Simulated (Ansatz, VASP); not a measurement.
# Bi: VASP beside Ansatz

File INCAR:

```
SYSTEM = Bi
ALGO = Fast
EDIFF = 1E-6
ENCUT = 520
GGA = PS
ISIF = 2
ISMEAR = 0
LASPH = .True.
LCHARG = .False.
LREAL = .False.
LWAVE = .False.
NBANDS = 22
NELM = 80
PREC = Accurate
SIGMA = 0.1
```

File KPOINTS:

```
k-points
0
Gamma
  12 12 12
  0 0 0
```

Contents of POSCAR:

```
Bi
1.0
    2.3564642266      1.3605052556      4.0991908800
   -2.3564642266      1.3605052556      4.0991908800
    0.0000000000     -2.7210105110      4.0991908800
Bi
2
Direct
    0.2338900000      0.2338900000      0.2338900000
    0.7661100000      0.7661100000      0.7661100000
```

Input for Ansatz:

```yaml
crystal:
  lattice:
    - [2.3564642266, 1.3605052556, 4.09919088]
    - [-2.3564642266, 1.3605052556, 4.09919088]
    - [0.0, -2.721010511, 4.09919088]
  atoms:
    - { symbol: Bi, position: [0.23389, 0.23389, 0.23389] }
    - { symbol: Bi, position: [0.76611, 0.76611, 0.76611] }
basis:
  ecutwfc: 420
kpoints:
  mp_grid: { grid: [12, 12, 12] }
hamiltonian:
  xc: pbesol
scf:
  occupations: { method: gaussian, width: 0.1 }
output:
  forces: true
  stress: true
  eigenvalues: true
```

Alike in both runs: task single point; functional PBEsol; k mesh 12 × 12 × 12; occupations gaussian, width 0.1 eV; no spin polarisation.

```csv
,VASP,Ansatz
version,VASP 6.6.1,Ansatz 0.2.0
potentials or method,"VASP PAW PBE potentials, release 64 (Bi_d), cutoff 520 eV","scalar-relativistic, plane waves, PAW"
valence electrons in the cell,30,30
```

Ansatz gave:

- gap on the k mesh at the Fermi level (eV): none
- pressure (GPa): -4.5
- traceless stress, the component that is largest in VASP (GPa): 0.55
- rms of the force components (eV/Å): 0.179

Task: Which values does VASP return?

Result: gap on the k mesh at the Fermi level (eV): none; pressure (GPa): -4.6; traceless stress, the component that is largest in VASP (GPa): 0.55; rms of the force components (eV/Å): 0.176.

VASP's potentials were made for PBE, not for PBEsol. Atom by atom the forces differ by 0.003 eV/Å (rms over components). A gap of «none» marks a metal or a gap that the smearing closes.

Spin-orbit coupling is off throughout.
